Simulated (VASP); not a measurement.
Here is a VASP 6.6.1 calculation.

The input INCAR:

```
SYSTEM = MgO
PREC = Accurate
ENCUT = 600
EDIFF = 1E-6
ISMEAR = -1
SIGMA = 0.02
LREAL = .False.
LASPH = .True.
NELM = 120
ALGO = Normal
ISIF = 2
LWAVE = .False.
LCHARG = .False.
GGA = PS
NBANDS = 11
GGA_COMPAT = .False.
```

File KPOINTS:

```
regular mesh
0
Gamma
  8 8 8
  0 0 0
```

File POSCAR:

```
MgO
1.0
    0.0000000000      2.1575523719      2.0137155471
    2.1575523719      0.0000000000      2.0137155471
    2.1575523719      2.1575523719      0.0000000000
Mg O
1 1
Direct
    0.0000000000      0.0000000000      0.0000000000
    0.5000000000      0.5000000000      0.5000000000
```

Potentials or basis: VASP PAW PBE potentials, release 64 (Mg, O).

Command:

```sh
$ cat potpaw_PBE.64/Mg/POTCAR potpaw_PBE.64/O/POTCAR > POTCAR
$ mpirun -np 1 vasp_std > vasp.out
```

(1) Estimate the band gap on the k mesh.

(2) Estimate the pressure.

Results:

(1) 4.52 eV, direct.

(2) 0.6 GPa.

Caveat: the PAW data sets were made with another functional, which shifts forces and pressure a little.
